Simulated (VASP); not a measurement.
# Ga2BAs3 (I-4m2) in VASP: notebook, part 2 of 2

VASP 6.6.1. Earlier steps stand in the parts before.

**3. Single point, PBE**

This run uses another cell than the first one, of 20.07 Å³/atom.

INCAR reads:

```
PREC = Accurate
ENCUT = 520
EDIFF = 1E-6
ISMEAR = 0
SIGMA = 0.1
LREAL = F
LASPH = T
NELM = 60
ALGO = Normal
ISIF = 2
LWAVE = F
LCHARG = F
GGA = PE
NBANDS = 31
```

KPOINTS reads:

```
regular mesh
0
Gamma
  6 6 6
```

POSCAR reads:

```
Ga2BAs3
1.0
   -1.9030556304      1.9030556304      8.3138756715
    1.9030556304     -1.9030556304      8.3138756715
    1.9030556304      1.9030556304     -8.3138756715
Ga B As
2 1 3
Direct
    0.8403354900      0.8403354900      0.0000000000
    0.1596645100      0.1596645100      0.0000000000
    0.5000000000      0.5000000000      0.0000000000
    0.5679707641      0.0679707641      0.5000000000
    0.2500000000      0.7500000000      0.5000000000
    0.9320292359      0.4320292359      0.5000000000
```

Potentials or basis: VASP PAW PBE potentials, release 64 (Ga_d, B, As).

The run is started by

```bash
$ cat potpaw_PBE.64/Ga_d/POTCAR potpaw_PBE.64/B/POTCAR potpaw_PBE.64/As/POTCAR > POTCAR
$ mpirun -np 1 vasp_std > vasp.out
```

OUTCAR:

```text
PREC = Accurate
   ENCUT = 520
   EDIFF = 1E-6
   ISMEAR = 0
   LREAL = F
   LASPH = T
   NELM = 60
   ISIF = 2
   GGA = PE

 ion  position               nearest neighbor table
   1  0.840  0.840  0.000-   5 2.42   5 2.42   6 2.44   6 2.44
   2  0.160  0.160  0.000-   5 2.42   5 2.42   4 2.44   4 2.44
   3  0.500  0.500  0.000-   4 2.21   6 2.21   4 2.21   6 2.21
   4  0.568  0.068  0.500-   3 2.21   3 2.21   2 2.44   2 2.44
   5  0.250  0.750  0.500-   1 2.42   2 2.42   1 2.42   2 2.42
   6  0.932  0.432  0.500-   3 2.21   3 2.21   1 2.44   1 2.44

  LATTYP: Found a body centered tetragonal cell.
 ALAT       =     3.8061112608
 C/A-ratio  =     4.3686981813

  Lattice vectors:

 A1 = (  -1.9030556304,   1.9030556304,   8.3138756715)
 A2 = (   1.9030556304,  -1.9030556304,   8.3138756715)
 A3 = (   1.9030556304,   1.9030556304,  -8.3138756715)

Analysis of symmetry for initial positions (statically):
=====================================================================
 Subroutine PRICEL returns:
 Original cell was already a primitive cell.

 Routine SETGRP: Setting up the symmetry group for a
[... 173 lines left out ...]
  free energy    TOTEN  =       -26.94849887 eV

  energy without entropy =      -26.94849594  energy(sigma->0) =      -26.94849740

 E-fermi :   4.7707     XC(G=0):  -9.7611

 val. band max:        4.5286951282   @ k =   0.0000   0.0000   0.0000
 cond. band min:       4.9994691569   @ k =   0.0000   0.0000   0.0000
 fundamental gap:      0.4707740287
 Fermi energy:         4.7707158908

 k-point     1 :       0.0000    0.0000    0.0000
  band No.  band energies     occupation
      1     -10.6216      2.00000
      2     -10.5628      2.00000
      3     -10.4973      2.00000
      4     -10.4973      2.00000
      5     -10.4700      2.00000
      6     -10.4700      2.00000
[... 805 lines left out ...]
     30       9.0891      0.00000
     31      10.2804      0.00000

 [... further k-points ...]
[... 5 lines left out ...]
  --------------------------------------------------------------------------------------
  -------------------------------------------------------------------------------------
  Total        0.3376814      0.3376814      0.2691079      0.0000000      0.0000000      0.0000000
  in kB        4.4921190      4.4921190      3.5798972      0.0000000      0.0000000      0.0000000
  external PRESSURE =       4.1880450 kB  Pullay stress =       0.0000000 kB

 VOLUME and BASIS-vectors are now :
 -----------------------------------------------------------------------------
  energy-cutoff  :      520.00
  volume of cell :      120.44
      direct lattice vectors                 reciprocal lattice vectors
    -1.903055630  1.903055630  8.313875671     0.000000000  0.262735357  0.060140423
     1.903055630 -1.903055630  8.313875671     0.262735357  0.000000000  0.060140423
     1.903055630  1.903055630 -8.313875671     0.262735357  0.262735357  0.000000000

 POSITION                                       TOTAL-FORCE (eV/Angst)
 -----------------------------------------------------------------------------------
      0.00000      0.00000     13.97289         0.000000     -0.000000      0.008137
      0.00000      0.00000      2.65486         0.000000     -0.000000     -0.008137
      0.00000      0.00000      8.31388         0.000000     -0.000000     -0.000000
      0.00000      1.90306      1.13020        -0.000000      0.000000      0.011595
      1.90306      0.00000      4.15694         0.000000     -0.000000     -0.000000
     -0.00000      1.90306      7.18367        -0.000000      0.000000     -0.011595
 -----------------------------------------------------------------------------------
    total drift:                               -0.000001      0.000001     -0.000000

  FREE ENERGIE OF THE ION-ELECTRON SYSTEM (eV)
  ---------------------------------------------------
  free  energy   TOTEN  =       -26.9484988661 eV

  energy  without entropy=      -26.9484959404  energy(sigma->0) =      -26.94849740
```

OSZICAR:

```text
N       E                     dE             d eps       ncg     rms          rms(c)
DAV:   1     0.340547220698E+03    0.34055E+03   -0.19759E+04  1972   0.185E+03
DAV:   2     0.180509680229E+02   -0.32250E+03   -0.30577E+03  2016   0.492E+02
DAV:   3    -0.255906576946E+02   -0.43642E+02   -0.42657E+02  2235   0.130E+02
DAV:   4    -0.274087950652E+02   -0.18181E+01   -0.18107E+01  2337   0.285E+01
DAV:   5    -0.274436608876E+02   -0.34866E-01   -0.34856E-01  2171   0.381E+00    0.539E+00
DAV:   6    -0.270136119069E+02    0.43005E+00   -0.70158E-01  2691   0.948E+00    0.306E+00
DAV:   7    -0.269452421781E+02    0.68370E-01   -0.33157E-01  2200   0.280E+00    0.102E+00
DAV:   8    -0.269467915904E+02   -0.15494E-02   -0.42086E-02  2328   0.190E+00    0.260E-01
DAV:   9    -0.269480689454E+02   -0.12774E-02   -0.50952E-03  2203   0.628E-01    0.877E-02
DAV:  10    -0.269483314283E+02   -0.26248E-03   -0.76942E-04  2459   0.166E-01    0.366E-02
DAV:  11    -0.269484632226E+02   -0.13179E-03   -0.12420E-04  2237   0.539E-02    0.167E-02
DAV:  12    -0.269484941532E+02   -0.30931E-04   -0.33261E-05  1983   0.277E-02    0.622E-03
DAV:  13    -0.269484986855E+02   -0.45323E-05   -0.77230E-06  1951   0.161E-02    0.188E-03
DAV:  14    -0.269484988661E+02   -0.18053E-06   -0.50620E-07  1516   0.393E-03
   1 F= -.26948499E+02 E0= -.26948497E+02  d E =-.292570E-05
```

stdout:

```text
POSCAR found type information on POSCAR GaB As
 POSCAR found :  3 types and       6 ions
 scaLAPACK will be used
 LDA part: xc-table for (Slater+PW92), standard interpolation
 POSCAR, INCAR and KPOINTS ok, starting setup
 FFT: planning ... GRIDC
 FFT: planning ... GRID_SOFT
 FFT: planning ... GRID
 WAVECAR not read
 entering main loop
```

Run time: 4 min. Hardware: 1 thread of Intel Xeon 6975P-C (Granite Rapids), shared host; peak memory 0.7 GiB.

Results:

```
Free energy            : -26.9485 eV
Pressure               : 0.4 GPa
Largest force          : 0.012 eV/Å
Band gap on the k mesh : 0.47 eV
```

Forces in eV/Å, atoms in the order of the input:
```
Ga   0.000  0.000  0.008
Ga   0.000  0.000 -0.008
B    0.000  0.000  0.000
As   0.000  0.000  0.012
As   0.000  0.000  0.000
As   0.000  0.000 -0.012
```

**4. Relaxation of cell and atoms, PBE**

INCAR reads:

```
SYSTEM = Ga2BAs3
ALGO     = Normal         ! electronic algorithm
EDIFF    = 1E-6           ! SCF threshold, eV
EDIFFG   = -0.04          ! ionic threshold
ENCUT    = 600            ! plane-wave cutoff, eV
GGA      = PE             ! functional
IBRION   = 2              ! ionic algorithm
ISIF     = 3              ! what is computed and relaxed
ISMEAR   = 0              ! smearing method
LASPH    = .TRUE.         ! aspherical terms in the spheres
LCHARG   = .FALSE.        ! write CHGCAR
LREAL    = .FALSE.        ! projectors in reciprocal space
LWAVE    = .FALSE.        ! write WAVECAR
NELM     = 100            ! most SCF steps
NSW      = 90             ! ionic steps
PREC     = Accurate       ! precision mode
SIGMA    = 0.1            ! smearing width, eV
```

KPOINTS reads:

```
k-points
0
G
  6 6 6
  0 0 0
```

POSCAR reads:

```
Ga2BAs3
1.0
   -1.9001415200      1.9001415200      8.0616177200
    1.9001415200     -1.9001415200      8.0616177200
    1.9001415200      1.9001415200     -8.0616177200
Ga B As
2 1 3
Direct
    0.8333333300      0.8333333300      0.0000000000
    0.1666666700      0.1666666700      0.0000000000
    0.5000000000      0.5000000000      0.0000000000
    0.5833333300      0.0833333300      0.5000000000
    0.2500000000      0.7500000000      0.5000000000
    0.9166666700      0.4166666700      0.5000000000
```

Potentials or basis: VASP PAW PBE potentials, release 64 (Ga_d, B, As).

The run is started by

```bash
$ cat potpaw_PBE.64/Ga_d/POTCAR potpaw_PBE.64/B/POTCAR potpaw_PBE.64/As/POTCAR > POTCAR
$ mpirun -np 1 vasp_std > vasp.out
```

OUTCAR:

```text
SYSTEM = Ga2BAs3
   EDIFF = 1E-6
   EDIFFG = -0.04
   ENCUT = 600
   GGA = PE
   IBRION = 2
   ISIF = 3
   ISMEAR = 0
   LASPH = .TRUE.
   LREAL = .FALSE.
   NELM = 100
   NSW = 90
   PREC = Accurate

 ion  position               nearest neighbor table
   1  0.833  0.833  0.000-   5 2.33   5 2.33   6 2.33   6 2.33
   2  0.167  0.167  0.000-   5 2.33   5 2.33   4 2.33   4 2.33
   3  0.500  0.500  0.000-   4 2.33   6 2.33   4 2.33   6 2.33
   4  0.583  0.083  0.500-   3 2.33   3 2.33   2 2.33   2 2.33
   5  0.250  0.750  0.500-   1 2.33   2 2.33   1 2.33   2 2.33
   6  0.917  0.417  0.500-   3 2.33   3 2.33   1 2.33   1 2.33

  LATTYP: Found a body centered tetragonal cell.
 ALAT       =     3.8002830400
 C/A-ratio  =     4.2426406850

  Lattice vectors:

 A1 = (  -1.9001415200,   1.9001415200,   8.0616177200)
 A2 = (   1.9001415200,  -1.9001415200,   8.0616177200)
 A3 = (   1.9001415200,   1.9001415200,  -8.0616177200)

Analysis of symmetry for initial positions (statically):
[... 430 lines left out ...]
 Fermi energy:         4.6990878164

 k-point     1 :       0.0000    0.0000    0.0000
  band No.  band energies     occupation
      1     -10.6521      2.00000
      2     -10.5944      2.00000
      3     -10.5300      2.00000
      4     -10.5300      2.00000
      5     -10.5037      2.00000
      6     -10.5037      2.00000
[... 726 lines left out ...]
--------------------------------------- Ionic step        8  -------------------------------------------

 number of electron      43.9999999 magnetization

 Free energy of the ion-electron system (eV)
  ---------------------------------------------------
  ext. energy  EPLUGINS =         0.00000000
  ---------------------------------------------------
  free energy    TOTEN  =       -26.94891773 eV

  energy without entropy =      -26.94891258  energy(sigma->0) =      -26.94891515

 E-fermi :   4.6890     XC(G=0):  -9.7343

 val. band max:        4.4590532750   @ k =   0.0000   0.0000   0.0000
 cond. band min:       4.9048906033   @ k =   0.0000   0.0000   0.0000
 fundamental gap:      0.4458373283
 Fermi energy:         4.6890236338

 k-point     1 :       0.0000    0.0000    0.0000
  band No.  band energies     occupation
      1     -10.6660      2.00000
      2     -10.6085      2.00000
      3     -10.5443      2.00000
      4     -10.5443      2.00000
      5     -10.5177      2.00000
      6     -10.5177      2.00000
[... 720 lines left out ...]
  FREE ENERGIE OF THE ION-ELECTRON SYSTEM (eV)
  ---------------------------------------------------
  free  energy   TOTEN  =       -26.9489177276 eV

  energy  without entropy=      -26.9489125806  energy(sigma->0) =      -26.94891515

 reached required accuracy - stopping structural energy minimisation
```

Wall time 19 min (1 thread of Intel Xeon 6975P-C (Granite Rapids), shared host); peak memory 0.8 GiB.

Results:

```yaml
Free_energy: -26.9489 eV
Relaxed_volume: 20.19 Å³/atom
Relaxed_cell: a = 8.739 Å, b = 8.739 Å, c = 8.739 Å, α = 154.76°, β = 154.76°, γ = 35.99°
Space_group_after_relaxing_to_0.1_Å: I-4m2 (No. 119)
Energy_gained_by_relaxing: 151.5 meV/atom
Ionic_steps: 8
Pressure_after_relaxing: 0.0 GPa
Largest_force_after_relaxing: 0.014 eV/Å
Band_gap_on_the_k_mesh: 0.45 eV
```

Forces on the atoms (eV/Å):
```
Ga   0.000  0.000 -0.013
Ga   0.000  0.000  0.013
B    0.000  0.000  0.000
As   0.000  0.000  0.014
As   0.000  0.000  0.000
As   0.000  0.000 -0.014
```

Step by step:
```
step  energy change (eV)  largest force (eV/Å)  pressure (GPa)  volume (Å³)
   1              0.0000                3.2082            6.07       116.43
   2             -0.6303                0.9071           -3.71       129.25
   3             -0.6351                0.8662           -3.14       128.09
   4             -0.8419                0.6769           -1.06       123.27
   5             -0.8820                0.5372            0.64       120.19
   6             -0.9085                0.0278            0.10       120.95
   7             -0.9085                0.0424            0.08       120.97
   8             -0.9092                0.0138           -0.01       121.16
```

Final structure:
```yaml
crystal:
  lattice:
    - [-1.90907, 1.90907, 8.31115]
    - [1.90907, -1.90907, 8.31115]
    - [1.90907, 1.90907, -8.31115]
  atoms:
    - { symbol: Ga, position: [0.84044, 0.84044, 0.00000] }
    - { symbol: Ga, position: [0.15956, 0.15956, 0.00000] }
    - { symbol: B, position: [0.50000, 0.50000, 0.00000] }
    - { symbol: As, position: [0.56796, 0.06796, 0.50000] }
    - { symbol: As, position: [0.25000, 0.75000, 0.50000] }
    - { symbol: As, position: [0.93204, 0.43204, 0.50000] }
```

**5. Summary**

```csv
task,cell,cutoff (eV),gap on the mesh (eV),pressure (GPa),largest force (eV/Å)
single point,"a = 8.498 Å, angles 154.2, 154.2, 36.9°, 6 atoms, atomic positions A",520,0.91,6.1,3.21
single point,"a = 8.739 Å, angles 154.8, 154.8, 35.9°, 6 atoms, atomic positions B",520,0.47,0.4,0.01
relaxation of cell and atoms,"relaxed from a = 8.498 Å, angles 154.2, 154.2, 36.9°, 6 atoms, atomic positions A",600,0.45,0.0,0.01
```

Alike in all rows: level PBE; potentials or basis VASP PAW PBE potentials, release 64 (Ga_d, B, As); no spin polarisation; k mesh 6 × 6 × 6; smearing gaussian 0.1 eV.

Caveats: the cell stands under pressure (at least some runs); forces of over 1 eV/Å act on the atoms, so gaps and moduli don't describe the material at rest (at least some runs).

Absolute energies hang on the potentials; compare differences alone.
